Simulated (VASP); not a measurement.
Set up this calculation in VASP 6.6.1, as the native input.

```
Task                   : single point
Functional             : LDA
Potentials or basis    : VASP PAW LDA potentials, release 64 (Ir)
Cutoff                 : 520 eV
k mesh                 : 17 × 17 × 10
Occupations            : fermi-dirac, width 0.1 eV
Spin                   : no spin polarisation
Dipole correction      : no
Further INCAR settings : ALGO = Normal; EDIFF = 1e-07; NBANDS = 16
```

The structure of Ir lies in POSCAR:

```
Ir
1.0
   -2.5440073382      2.1837191285      1.3448240270
    2.1837191285     -2.5440073382      1.3448240270
    2.9183282388      2.9183282388     -2.0046925429
Ir
2
Direct
    0.9780084481      0.0219915519      0.0000000000
    0.7719915519      0.2280084481      0.5000000000
```

This cell differs from its parent crystal: volume scaled by 1.12.

These files were run (other wordings do the same):

INCAR

```
SYSTEM = Ir
ALGO = Normal
EDIFF = 1E-7
ENCUT = 520
GGA = CA
ISIF = 2
ISMEAR = -1
LASPH = .True.
LCHARG = .False.
LREAL = .False.
LWAVE = .False.
NBANDS = 16
NELM = 60
PREC = Accurate
SIGMA = 0.1
```

KPOINTS

```
k-points
0
Gamma
  17 17 10
  0 0 0
```

Potentials or basis: VASP PAW LDA potentials, release 64 (Ir).

The run is started by

```bash
$ cat potpaw_LDA.64/Ir/POTCAR > POTCAR
$ mpirun -np 1 vasp_std > vasp.out
```

It gave:

| Property | Result |
| --- | --- |
| Pressure | -28.0 GPa |
| Largest force | 0.340 eV/Å |
| Band gap on the k mesh | zero (band 9 reaches 8.79 eV, above the bottom of band 10 at 6.32 eV) |

Caveat: spin-orbit coupling is left out, which moves the levels of the heavy elements.

It took 4.7 min on 1 thread of Intel(R) Xeon(R) 6975P-C (Granite Rapids) (shared host), peak memory 0.44 GiB.
